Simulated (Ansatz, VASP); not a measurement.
# Sn: VASP beside Ansatz

INCAR

```
PREC = Accurate ; ENCUT = 520
EDIFF = 1E-7 ; ISMEAR = 0
SIGMA = 0.05 ; LREAL = F
LASPH = T ; NELM = 150
ALGO = Normal ; ISIF = 2
LWAVE = F ; LCHARG = F
MAGMOM = 0 0 0 ; LORBIT = 11
LSORBIT = T ; GGA_COMPAT = F
LORBMOM = T ; GGA = PE
NBANDS = 25
```

The input KPOINTS:

```
regular mesh
0
Gamma
  10 10 10
```

POSCAR

```
Sn
1.0
   -1.9009315874      1.9009315874      1.9009315874
    1.9009315874     -1.9009315874      1.9009315874
    1.9009315874      1.9009315874     -1.9009315874
Sn
1
Direct
    0.0000000000      0.0000000000      0.0000000000
```

Input for Ansatz:

```yaml
crystal:
  lattice:
    - [-1.9009315874, 1.9009315874, 1.9009315874]
    - [1.9009315874, -1.9009315874, 1.9009315874]
    - [1.9009315874, 1.9009315874, -1.9009315874]
  atoms:
    - { symbol: Sn, position: [0.0, 0.0, 0.0] }
basis:
  ecutwfc: 420
  ecutrho_ratio: 4
kpoints:
  mp_grid: { grid: [10, 10, 10] }
  band_path:
    path:
      - [[0.0, 0.0, 0.0], [0.5, -0.5, 0.5], [0.0, 0.0, 0.5], [0.0, 0.0, 0.0], [0.25, 0.25, 0.25], [0.5, -0.5, 0.5]]
      - [[0.25, 0.25, 0.25], [0.0, 0.0, 0.5]]
    npoints: 10
hamiltonian:
  xc: pbe
scf:
  occupations: { method: gaussian, width: 0.05 }
output:
  forces: true
  stress: true
  eigenvalues: true
  populations: true
  eigenstates:
    nscf_kmesh: { grid: [18, 18, 18] }
    de_dk: true
    e_range: [-2.5, 2.5]
  write_density: true
  write_potential: true
  elf: true
  volumetric_format: npy
magnetization:
  noncollinear: true
  spin_orbit: true
```

Alike in both runs: task single point; functional PBE; k mesh 10 × 10 × 10; occupations gaussian, width 0.05 eV; non-collinear spin, spin-orbit coupling.

|  | VASP | Ansatz |
| --- | --- | --- |
| version | VASP 6.6.1 | Ansatz 0.2.0 |
| potentials or method | VASP PAW PBE potentials, release 64 (Sn_d), cutoff 520 eV | plane waves, PAW |
| valence electrons in the cell | 14 | 14 |

|  | VASP | Ansatz | Ansatz less VASP |
| --- | --- | --- | --- |
| pressure (GPa) | 0.0 | 0.0 | +0.03 |
| net moment per atom (μB) | 0.00 | 0.00 | 0.000 |

The functional is the same, so the differences come from potentials, cutoffs and numerics.
